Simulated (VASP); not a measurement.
Wanted: the native input for a VASP 6.6.1 run.

```yaml
Task: single point
Functional: PBE
Potentials_or_basis: VASP PAW PBE potentials, release 64 (Cd, Se)
Cutoff: 520 eV
k_mesh: 8 × 8 × 8
Occupations: gaussian, width 0.017 eV
Spin: no spin polarisation
Dipole_correction: no
Further_INCAR_settings: ALGO = Normal; EDIFF = 1e-06; NBANDS = 16
```

The structure of CdSe lies in POSCAR:

```
CdSe
1.0
    0.0000000000      3.0702711986      3.0702711986
    3.0702711986      0.0000000000      3.0702711986
    3.0702711986      3.0702711986      0.0000000000
Cd Se
1 1
Direct
    0.0000000000      0.0000000000      0.0000000000
    0.2500000000      0.2500000000      0.2500000000
```

One way to write it, as run:

INCAR

```
ALGO = Normal
EDIFF = 1E-6
ENCUT = 520
GGA = PE
ISIF = 2
ISMEAR = 0
LASPH = True
LCHARG = False
LREAL = False
LWAVE = False
NBANDS = 16
NELM = 100
PREC = Accurate
SIGMA = 0.017
```

KPOINTS

```
k-points
0
Gamma
  8 8 8
```

Potentials or basis: VASP PAW PBE potentials, release 64 (Cd, Se).

The run is started by

```console
$ cat potpaw_PBE.64/Cd/POTCAR potpaw_PBE.64/Se/POTCAR > POTCAR
$ mpirun -np 1 vasp_std > vasp.out
```

Results of the run:

The pressure is 1.6 GPa. The band gap on the k mesh is 0.55 eV, direct.

Run time: 12 s on 1 thread of Intel(R) Xeon(R) Platinum 8488C (Sapphire Rapids), on a shared host, peak memory 0.18 GiB.
